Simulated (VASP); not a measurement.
Wanted: the native input for a VASP 6.6.1 run.

```yaml
Task: relaxation of cell and atoms
Functional: PBE
Potentials_or_basis: VASP PAW PBE potentials, release 64 (Sn_d)
Cutoff: 600 eV
k_mesh: 12 × 12 × 3
Occupations: fermi-dirac, width 0.1 eV
Spin: no spin polarisation
Dipole_correction: no
Further_INCAR_settings: ALGO = Normal; EDIFF = 1e-07; IBRION = 2; EDIFFG = -0.005; NSW = 60; ISIF = 3
```

The structure of Sn lies in POSCAR:

```
Sn
1.0
    3.4140353215      0.0000000000      0.0000000000
   -1.7070176608      2.9566413178      0.0000000000
    0.0000000000      0.0000000000     11.0956147949
Sn
4
Direct
    0.0000000000      0.0000000000      0.0000000000
    0.0000000000      0.0000000000      0.5000000000
    0.3333333333      0.6666666667      0.2500000000
    0.6666666667      0.3333333333      0.7500000000
```

This isn't the form of Sn at room conditions, which is tetragonal (white tin).

One way to write it, as run:

INCAR

```
ALGO = Normal
EDIFF = 1E-7
EDIFFG = -0.005
ENCUT = 600
GGA = PE
IBRION = 2
ISIF = 3
ISMEAR = -1
LASPH = T
LCHARG = F
LREAL = F
LWAVE = F
NELM = 80
NSW = 60
PREC = Accurate
SIGMA = 0.1
```

KPOINTS

```
k-points
0
Gamma
  12 12 3
```

Potentials or basis: VASP PAW PBE potentials, release 64 (Sn_d).

The run is started by

```sh
$ cat potpaw_PBE.64/Sn_d/POTCAR > POTCAR
$ mpirun -np 1 vasp_std > vasp.out
```

It gave:

| Property | Result |
| --- | --- |
| Relaxed volume | 27.92 Å³/atom |
| Relaxed cell | a = 3.411 Å, b = 3.411 Å, c = 11.083 Å, α = 90.00°, β = 90.00°, γ = 120.00° |
| Space group after relaxing (to 0.1 Å) | P6_3/mmc (No. 194) |
| Energy gained by relaxing | 0.0 meV/atom |
| Ionic steps | 3 |
| Pressure after relaxing | 0.0 GPa |
| Band gap on the k mesh | zero (bands 28 and 29 overlap by 8.08 eV) |

Caveat: spin-orbit coupling is left out, which moves the levels of the heavy elements.

Wall time 6.6 min on 1 thread of Oxide Virtual Turin-like Processor (shared host), peak memory 0.3 GiB.
